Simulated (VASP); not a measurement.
Mo, 1 atom in the cell. The structure is cubic, space group Im-3m (No. 229). The conventional cell has a = 3.177 Å, b = 3.177 Å, c = 3.177 Å, α = 90.00°, β = 90.00°, γ = 90.00°. Within 3.6 Å of Mo (site symmetry m-3m) lie 14 Mo at 2.75 to 3.18 Å. 

* Program: VASP 6.6.1
* Task: single point
* Functional: RPBE
* Potentials or basis: VASP PAW PBE potentials, release 64 (Mo_sv)
* Cutoff: 520 eV
* k mesh: 23 × 23 × 23
* Occupations: fermi-dirac, width 0.1 eV
* Spin: no spin polarisation
* Dipole correction: no
* Further INCAR settings: ALGO = Normal; EDIFF = 1e-06; NBANDS = 13

Potentials or basis: VASP PAW PBE potentials, release 64 (Mo_sv).

The run is started by

```sh
$ cat potpaw_PBE.64/Mo_sv/POTCAR > POTCAR
$ mpirun -np 1 vasp_std > vasp.out
```

Hardware: 1 thread of Intel(R) Xeon(R) 6975P-C (Granite Rapids) (shared host).

**Question.** How long does it take, and how much memory?

**Answer.** Run time: 36 s on 1 thread of Intel(R) Xeon(R) 6975P-C (Granite Rapids), on a shared host, peak memory 0.18 GiB. Counts: scf iterations 11, k points 364.
